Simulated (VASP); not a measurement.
# AlN (P1) in VASP: single point with PBE

Aim: the single point of AlN with PBE.

Everything below comes from runs of VASP 6.6.1. Logs are shortened: lines on timing, memory, paths and dates and some standing lists are left out, and cuts for length are marked.

**1. The cell of the first run**

The typed cell holds 16 atoms: a = 6.208 Å, b = 6.208 Å, c = 6.208 Å, α = 60.00°, β = 60.00°, γ = 60.00°.

**2. Single point, PBE**

INCAR

```
SYSTEM = AlN
ALGO = Normal
EDIFF = 1E-7
ENCUT = 520
GGA = PE
ISIF = 2
ISMEAR = -1
LASPH = .TRUE.
LCHARG = .FALSE.
LREAL = Auto
LWAVE = .FALSE.
NBANDS = 46
NELM = 80
PREC = Accurate
SIGMA = 0.052
```

KPOINTS

```
k-points
0
G
  4 4 4
  0 0 0
```

POSCAR

```
AlN
1.0
    0.0000000000      4.3899950000      4.3899950000
    4.3899950000      0.0000000000      4.3899950000
    4.3899950000      4.3899950000      0.0000000000
Al N
8 8
Direct
   -0.0223937613      0.0005340553      0.0175450086
    0.0181177883      0.0029498895      0.4958383779
    0.0124391941      0.4921782371     -0.0057207354
   -0.0128771217      0.5166724563      0.5032949924
    0.4941660526      0.0027213015      0.0021436243
    0.4818639885      0.0058634463      0.5101893055
    0.4799948519      0.5029679988      0.0149339578
    0.5215600473      0.4844782283      0.4845028297
    0.1290502609      0.1186607274      0.1188598165
    0.1130327028      0.1283502601      0.6386868322
    0.1100239294      0.6222577702      0.1353442316
    0.1389073336      0.6287129029      0.6056566124
    0.6149615205      0.1295044755      0.1270926277
    0.6333478740      0.1107948870      0.6249608485
    0.6326962787      0.6322290800      0.1129936367
    0.6162394262      0.6374820472      0.6239542414
```

Potentials or basis: VASP PAW PBE potentials, release 64 (Al, N).

Launch:

```sh
> cat potpaw_PBE.64/Al/POTCAR potpaw_PBE.64/N/POTCAR > POTCAR
> mpirun -np 1 vasp_std > vasp.out
```

OUTCAR:

```text
SYSTEM = AlN
   EDIFF = 1E-7
   ENCUT = 520
   GGA = PE
   ISIF = 2
   ISMEAR = -1
   LASPH = .TRUE.
   LREAL = Auto
   NELM = 80
   PREC = Accurate

 ion  position               nearest neighbor table
   1  0.978  0.001  0.018-  13 1.84   9 1.89  11 1.92  10 1.92   4 3.01   5 3.04   6 3.07   3 3.09
                             7 3.10   7 3.10   2 3.11   2 3.11   3 3.13   6 3.14   5 3.17   4 3.20
   2  0.018  0.003  0.496-  10 1.85  12 1.90   9 1.92  14 1.95   6 2.93   5 3.01   8 3.04   3 3.08
                             4 3.10   1 3.11   1 3.11   4 3.12   3 3.13   8 3.18   5 3.20   6 3.28
   3  0.012  0.492  0.994-  11 1.87   9 1.89  15 1.93  12 1.97   7 3.00   5 3.02   8 3.05   4 3.05
                             2 3.08   1 3.09   1 3.13   2 3.13   4 3.16   8 3.16   5 3.19   7 3.21
   4  0.987  0.517  0.503-  12 1.86  11 1.87  16 1.88  10 1.97   1 3.01   7 3.05   3 3.05   8 3.06
                             6 3.09   2 3.10   2 3.12   6 3.12   3 3.16   7 3.16   8 3.17   1 3.20
   5  0.494  0.003  0.002-   9 1.85  15 1.88  13 1.89  14 1.91   2 3.01   3 3.02   1 3.04   6 3.08
                             7 3.10   8 3.11   7 3.11   8 3.11   6 3.13   1 3.17   3 3.19   2 3.20
   6  0.482  0.006  0.510-  16 1.87  10 1.87  14 1.89  13 1.94   2 2.93   8 3.02   1 3.07   7 3.08
                             5 3.08   4 3.09   4 3.12   5 3.13   7 3.13   1 3.14   8 3.20   2 3.28
   7  0.480  0.503  0.015-  11 1.88  13 1.89  15 1.93  16 1.98   8 2.99   3 3.00   4 3.05   6 3.08
                             5 3.10   1 3.10   1 3.10   5 3.11   6 3.13   4 3.16   3 3.21   8 3.23
   8  0.522  0.484  0.485-  15 1.89  14 1.90  12 1.94  16 1.97   7 2.99   6 3.02   2 3.04   3 3.05
                             4 3.06   5 3.11   5 3.11   3 3.16   4 3.17   2 3.18   6 3.20   7 3.23
   9  0.129  0.119  0.119-   5 1.85   1 1.89   3 1.89   2 1.92
  10  0.113  0.128  0.639-   2 1.85   6 1.87   1 1.92   4 1.97
  11  0.110  0.622  0.135-   4 1.87   3 1.87   7 1.88   1 1.92
  12  0.139  0.629  0.606-   4 1.86   2 1.90   8 1.94   3 1.97
  13  0.615  0.130  0.127-   1 1.84   5 1.89   7 1.89   6 1.94
  14  0.633  0.111  0.625-   6 1.89   8 1.90   5 1.91   2 1.95
  15  0.633  0.632  0.113-   5 1.88   8 1.89   3 1.93   7 1.93
  16  0.616  0.637  0.624-   6 1.87   4 1.88   8 1.97   7 1.98

  LATTYP: Found a face centered cubic cell.
 ALAT       =     8.7799900000

  Lattice vectors:

 A1 = (   0.0000000000,   4.3899950000,   4.3899950000)
 A2 = (   4.3899950000,   0.0000000000,   4.3899950000)
 A3 = (   4.3899950000,   4.3899950000,   0.0000000000)

Analysis of symmetry for initial positions (statically):
=====================================================================
 Subroutine PRICEL returns:
 Original cell was already a primitive cell.

 Routine SETGRP: Setting up the symmetry group for a
 face centered cubic supercell.

 Subroutine GETGRP returns: Found  1 space group operations
 (whereof  1 operations were pure point group operations)
 out of a pool of 48 trial point group operations.

The static configuration has the point symmetry C_1 .

Analysis of symmetry for dynamics (positions and initial velocities):
=====================================================================
 Subroutine PRICEL returns:
 Original cell was already a primitive cell.

 Routine SETGRP: Setting up the symmetry group for a
 face centered cubic supercell.

 Subroutine GETGRP returns: Found  1 space group operations
 (whereof  1 operations were pure point group operations)
 out of a pool of 48 trial point group operations.

The dynamic configuration has the point symmetry C_1 .

 Subroutine INISYM returns: Found  1 space group operations
 (whereof  1 operations are pure point group operations),
 and found     1 'primitive' translations

----------------------------------------------------------------------------------------

                                     Primitive cell

  volume of cell :     169.2085

  direct lattice vectors                    reciprocal lattice vectors
     0.000000000  4.389995000  4.389995000    -0.113895346  0.113895346  0.113895346
     4.389995000  0.000000000  4.389995000     0.113895346 -0.113895346  0.113895346
     4.389995000  4.389995000  0.000000000     0.113895346  0.113895346 -0.113895346

  length of vectors
     6.208390468  6.208390468  6.208390468     0.197272526  0.197272526  0.197272526

  position of ions in fractional coordinates (direct lattice)
     0.977606239  0.000534055  0.017545009
     0.018117788  0.002949890  0.495838378
     0.012439194  0.492178237  0.994279265
     0.987122878  0.516672456  0.503294992
     0.494166053  0.002721302  0.002143624
     0.481863989  0.005863446  0.510189305
[... 8 lines left out ...]
     0.632696279  0.632229080  0.112993637
     0.616239426  0.637482047  0.623954241

  ion indices of the primitive-cell ions
   primitive index   ion index
                 1           1
                 2           2
                 3           3
                 4           4
                 5           5
                 6           6
[... 8 lines left out ...]
                15          15
                16          16

----------------------------------------------------------------------------------------

 KPOINTS: k-points

Automatic generation of k-mesh.
 Grid dimensions read from file:
 generate k-points for:    4    4    4

 Generating k-lattice:

  Cartesian coordinates                     Fractional coordinates (reciprocal lattice)
    -0.028473837  0.028473837  0.028473837     0.250000000  0.000000000  0.000000000
     0.028473837 -0.028473837  0.028473837     0.000000000  0.250000000  0.000000000
     0.028473837  0.028473837 -0.028473837     0.000000000  0.000000000  0.250000000

  Length of vectors
     0.049318132  0.049318132  0.049318132

  Shift w.r.t. Gamma in fractional coordinates (k-lattice)
     0.000000000  0.000000000  0.000000000

 Subroutine IBZKPT returns following result:
 ===========================================

 Found     36 irreducible k-points:

 Following reciprocal coordinates:
            Coordinates               Weight
  0.000000  0.000000  0.000000      1.000000
  0.250000  0.000000  0.000000      2.000000
  0.000000  0.250000  0.000000      2.000000
  0.000000  0.000000  0.250000      2.000000
  0.250000  0.250000  0.250000      2.000000
  0.500000  0.000000  0.000000      1.000000
[... 16 lines left out ...]
  0.250000  0.500000  0.500000      2.000000
  0.500000  0.000000  0.250000      2.000000
 [... further k-points ...]
   k-points           NKPTS =     36   k-points in BZ     NKDIM =     36   number of bands    NBANDS=     46
   number of dos      NEDOS =    301   number of ions     NIONS =     16
   total plane-waves  NPLWV = 110592
   dimension x,y,z NGX =    48 NGY =   48 NGZ =   48
   dimension x,y,z NGXF=    96 NGYF=   96 NGZF=   96
   ions per type =               8   8
   NGX,Y,Z   is equivalent  to a cutoff of  12.85, 12.85, 12.85 a.u.
   NGXF,Y,Z  is equivalent  to a cutoff of  25.71, 25.71, 25.71 a.u.
 SYSTEM =  AlN
   PREC   = accura    normal or accurate (medium, high low for compatibility)
   ISTART =      0    job   : 0-new  1-cont  2-samecut
   ICHARG =      2    charge: 1-file 2-atom 10-const
   ISPIN  =      1    spin polarized calculation?
   LNONCOLLINEAR =      F non collinear calculations
   LSORBIT =      F    spin-orbit coupling
   LASPH  =      T    aspherical Exc in radial PAW
   ENCUT  =  520.0 eV  38.22 Ry    6.18 a.u.  11.54 11.54 11.54*2*pi/ulx,y,z
   NELM   =     80;   NELMIN=  2; NELMDL= -5     # of ELM steps
   EDIFF  = 0.1E-06   stopping-criterion for ELM
   LREAL  =      T    real-space projection
   EDIFFG = 0.1E-05   stopping-criterion for IOM
   NSW    =      0    number of steps for IOM
   IBRION =     -1    ionic relax: 0-MD 1-quasi-New 2-CG
   NFREE  =      0    steps in history (QN), initial steepest desc. (CG)
   ISIF   =      2    stress and relaxation
   ISYM   =      2    0-nonsym 1-usesym 2-fastsym
   POTIM  = 0.5000    time-step for ionic-motion
   TEBEG  =    0.0;   TEEND  =   0.0 temperature during run
   PSTRESS=    0.0 pullay stress
   NELECT =      64.0000    total number of electrons
   NUPDOWN=      -1.0000    fix difference up-down
   EMIN   =  10.00;   EMAX   =-10.00  energy-range for DOS
   EFERMI =   0.00;   METHOD = LEGACY
   ISMEAR =    -1;   SIGMA  =   0.05  broadening in eV -4-tet -1-fermi 0-gaus
   EFERMI_NEDOS =   21; number of points for ismear=-14 and -15
   IALGO  =     38    algorithm
   IMIX   =      4    mixing-type and parameters
     AMIX     =   0.40;   BMIX     =  1.00
     AMIX_MAG =   1.60;   BMIX_MAG =  1.00
  volume/ion in A,a.u.               =      10.58        71.37
  Fermi-wavevector in a.u.,A,eV,Ry     =   1.183934  2.237311 19.071280  1.401700
  Thomas-Fermi vector in A             =   2.320158
   LORBIT       =      0    0 simple, 1 ext, 2 COOP (PROOUT), +10 PAW based schemes
   GGA     = PE    functional components
   LHFCALC =     F    Hartree Fock is set to
   AEXX    =    0.0000 exact exchange contribution
   IVDW    =     0    specifies the selected vdW correction
   LEPSILON=     F    determine dielectric tensor
   LRPA    =     F    only Hartree local field effects (RPA)
 non-spin polarized calculation
  energy-cutoff  :      520.00
  volume of cell :      169.21
 maximum number of plane-waves:      4584
 NGX is ok and might be reduce to    48
   NGX = 23   NGY = 23   NGZ = 23

 number of electron      63.9999999 magnetization

 Free energy of the ion-electron system (eV)
  ---------------------------------------------------
  ext. energy  EPLUGINS =         0.00000000
  ---------------------------------------------------
  free energy    TOTEN  =      -118.19218184 eV

  energy without entropy =     -118.19218184  energy(sigma->0) =     -118.19218184

 E-fermi :   7.1502     XC(G=0): -10.8721

 val. band max:        5.9881717113   @ k =   0.0000   0.0000   0.0000
 cond. band min:       9.0892203208   @ k =   0.0000   0.0000   0.0000
 fundamental gap:      3.1010486095
 Fermi energy:         7.1502038944

 k-point     1 :       0.0000    0.0000    0.0000
  band No.  band energies     occupation
      1      -9.0877      2.00000
      2      -7.1758      2.00000
      3      -7.1211      2.00000
      4      -7.0657      2.00000
      5      -7.0400      2.00000
      6      -6.4205      2.00000
[... 36 lines left out ...]
     43      14.3452      0.00000
     44      15.4620      0.00000

 k-point     2 :       0.2500    0.0000    0.0000
  band No.  band energies     occupation
      1      -8.8675      2.00000
      2      -7.4926      2.00000
      3      -7.1242      2.00000
      4      -7.0240      2.00000
      5      -6.9835      2.00000
      6      -6.5406      2.00000
[... 36 lines left out ...]
     43      14.6636      0.00000
     44      14.8552      0.00000

 k-point     3 :       0.0000    0.2500    0.0000
  band No.  band energies     occupation
      1      -8.8679      2.00000
      2      -7.5049      2.00000
      3      -7.0812      2.00000
      4      -7.0290      2.00000
      5      -7.0025      2.00000
      6      -6.5390      2.00000
[... 36 lines left out ...]
     43      14.5534      0.00000
     44      14.9042      0.00000

 k-point     4 :       0.0000    0.0000    0.2500
  band No.  band energies     occupation
      1      -8.8716      2.00000
      2      -7.4638      2.00000
      3      -7.1208      2.00000
      4      -7.0733      2.00000
      5      -6.9714      2.00000
      6      -6.5400      2.00000
[... 882 lines left out ...]
     43      15.4029      0.00000
     44      15.5838      0.00000

 k-point    23 :       0.2500    0.5000    0.5000
  band No.  band energies     occupation
      1      -8.3230      2.00000
      2      -7.8507      2.00000
      3      -7.4357      2.00000
      4      -7.1388      2.00000
      5      -6.9300      2.00000
      6      -6.7932      2.00000
[... 36 lines left out ...]
     43      15.2792      0.00000
     44      15.6365      0.00000

 k-point    24 :       0.5000    0.0000    0.2500
  band No.  band energies     occupation
      1      -8.3261      2.00000
      2      -7.8583      2.00000
      3      -7.3507      2.00000
      4      -7.1841      2.00000
      5      -7.0347      2.00000
      6      -6.7238      2.00000
[... 36 lines left out ...]
     43      15.4096      0.00000
     44      15.6013      0.00000

 [... further k-points ...]

 [bands above 44 left out]

------------------------ aborting loop because EDIFF is reached ----------------------------------------

  FORCE on cell =-STRESS in cart. coord.  units (eV):
  Direction    XX          YY          ZZ          XY          YZ          ZX
  --------------------------------------------------------------------------------------
  -------------------------------------------------------------------------------------
  Total        1.4412317      2.5492699      1.8322047     -0.4149500      1.5552468      0.5454482
  in kB       13.6465323     24.1381690     17.3485233     -3.9290206     14.7261025      5.1646637
  external PRESSURE =      18.3777415 kB  Pullay stress =       0.0000000 kB

 VOLUME and BASIS-vectors are now :
 -----------------------------------------------------------------------------
  energy-cutoff  :      520.00
  volume of cell :      169.21
      direct lattice vectors                 reciprocal lattice vectors
     0.000000000  4.389995000  4.389995000    -0.113895346  0.113895346  0.113895346
     4.389995000  0.000000000  4.389995000     0.113895346 -0.113895346  0.113895346
     4.389995000  4.389995000  0.000000000     0.113895346  0.113895346 -0.113895346

 POSITION                                       TOTAL-FORCE (eV/Angst)
 -----------------------------------------------------------------------------------
      0.07937      4.36871      4.29403        -0.898555      0.111434      0.764613
      2.18968      2.25626      0.09249        -0.209924     -0.698721     -1.439654
      6.52554      4.41949      2.21527        -0.011727     -1.236701      0.093440
      4.47765      6.54293      6.60165        -0.204571      0.516693     -0.801258
      0.02136      2.17880      2.18133        -0.971365      0.170408      0.488494
      2.26547      4.35511      2.14112        -0.476841      0.445419      0.400120
[... 8 lines left out ...]
      3.27152      3.27358      5.55302        -0.549469      0.321823     -0.806469
      5.53770      5.44444      5.50383        -0.379761      0.316906     -1.137530
 -----------------------------------------------------------------------------------
    total drift:                               -0.007211     -0.000253     -0.003158

  FREE ENERGIE OF THE ION-ELECTRON SYSTEM (eV)
  ---------------------------------------------------
  free  energy   TOTEN  =      -118.1921818435 eV

  energy  without entropy=     -118.1921818435  energy(sigma->0) =     -118.19218184
```

Run time: 4.2 min. Hardware: 1 thread of Intel Xeon 6975P-C (Granite Rapids), shared host; peak memory 0.38 GiB.

Results:

```
Free energy            : -118.1922 eV
Pressure               : 1.8 GPa
Largest force          : 1.635 eV/Å
Band gap on the k mesh : 3.10 eV
```

Forces on the atoms (eV/Å):
```
Al  -0.899  0.111  0.765
Al  -0.210 -0.699 -1.440
Al  -0.012 -1.237  0.093
Al  -0.205  0.517 -0.801
Al  -0.971  0.170  0.488
Al  -0.477  0.445  0.400
Al  -0.787 -0.176  1.421
Al   1.516 -0.042  0.077
N    0.923 -0.015 -0.048
N    0.381 -0.263  0.433
N   -0.070 -0.117  0.579
N    0.452  1.004 -0.276
N    0.860 -0.176 -0.538
N    0.428 -0.162  0.790
N   -0.549  0.322 -0.806
N   -0.380  0.317 -1.138
```

Caveat: the atoms stand as in a frame of molecular dynamics; the structure was generated, so it needn't be the stable form of AlN; forces of over 1 eV/Å act on the atoms, so gaps and moduli don't describe the material at rest.
